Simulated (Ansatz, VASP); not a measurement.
Rb2CS2 in VASP and in Ansatz

File INCAR:

```
SYSTEM = Rb2CS2
PREC = Accurate
ENCUT = 520
EDIFF = 1E-6
ISMEAR = -4
SIGMA = 0.1
LREAL = .False.
LASPH = .True.
NELM = 100
ALGO = Normal
ISIF = 2
LWAVE = .False.
LCHARG = .False.
GGA = PE
NBANDS = 45
```

File KPOINTS:

```
Automatic mesh
0
Gamma
  3 3 3
  0 0 0
```

POSCAR

```
Rb2CS2
1.0
    0.0000000000      0.0000000000      6.2921870000
    7.4448720000      0.0000000000      0.0000000000
    3.7224360000      6.7596380000     -3.1460940000
C S Rb
2 4 4
Direct
    0.2500000000      0.0000000000      0.0000000000
    0.7500000000      0.0000000000      0.0000000000
    0.9047000000      0.2732000000      0.8094000000
    0.0953000000      0.7268000000      0.1906000000
    0.5953000000      0.0826000000      0.1906000000
    0.4047000000      0.9174000000      0.8094000000
    0.1504000000      0.1924000000      0.3008000000
    0.8496000000      0.8076000000      0.6992000000
    0.3496000000      0.4932000000      0.6992000000
    0.6504000000      0.5068000000      0.3008000000
```

Input for Ansatz:

```yaml
crystal:
  lattice:
    - [0.0, 0.0, 6.292187]
    - [7.444872, 0.0, 0.0]
    - [3.722436, 6.759638, -3.146094]
  atoms:
    - { symbol: C, position: [0.25, 0.0, 0.0] }
    - { symbol: C, position: [0.75, 0.0, 0.0] }
    - { symbol: S, position: [0.9047, 0.2732, 0.8094] }
    - { symbol: S, position: [0.0953, 0.7268, 0.1906] }
    - { symbol: S, position: [0.5953, 0.0826, 0.1906] }
    - { symbol: S, position: [0.4047, 0.9174, 0.8094] }
    - { symbol: Rb, position: [0.1504, 0.1924, 0.3008] }
    - { symbol: Rb, position: [0.8496, 0.8076, 0.6992] }
    - { symbol: Rb, position: [0.3496, 0.4932, 0.6992] }
    - { symbol: Rb, position: [0.6504, 0.5068, 0.3008] }
  symmetry: { tolerance: 0.0003 }
kpoints:
  mp_grid: { grid: [3, 3, 3], shift: [0, 0, 0] }
magnetization:
  spin_polarized: false
scf:
  occupations: { method: tetrahedron_uncorrected }
  n_extra_bands: 16
  lower_state_search: light
hamiltonian:
  pseudopotentials: { kind: paw }
  xc: pbe
basis:
  ecutwfc: 420
output:
  forces: true
  stress: true
  eigenvalues: true
```

Alike in both runs: task single point; functional PBE; k mesh 3 × 3 × 3; no spin polarisation.

|  | VASP | Ansatz |
| --- | --- | --- |
| version | VASP 6.6.1 | Ansatz 0.2.0 |
| potentials or method | VASP PAW PBE potentials, release 64 (C, S, Rb_sv), cutoff 520 eV | PAW plane waves |
| occupations | tetrahedron | tetrahedron-uncorrected |
| valence electrons in the cell | 68 | 68 |

VASP gave:

```
gap on the k mesh at the Fermi level (eV)                     : 1.46
pressure (GPa)                                                : -4.1
traceless stress, the component that is largest in VASP (GPa) : -0.43
rms of the force components (eV/Å)                            : 0.433
```

Problem. What did Ansatz give for the same quantities?

Solution. gap on the k mesh at the Fermi level (eV): 1.46; pressure (GPa): -4.1; traceless stress, the component that is largest in VASP (GPa): -0.43; rms of the force components (eV/Å): 0.432.

Atom by atom the forces differ by 0.001 eV/Å (rms over components). Ansatz's warnings: band table not solved further.
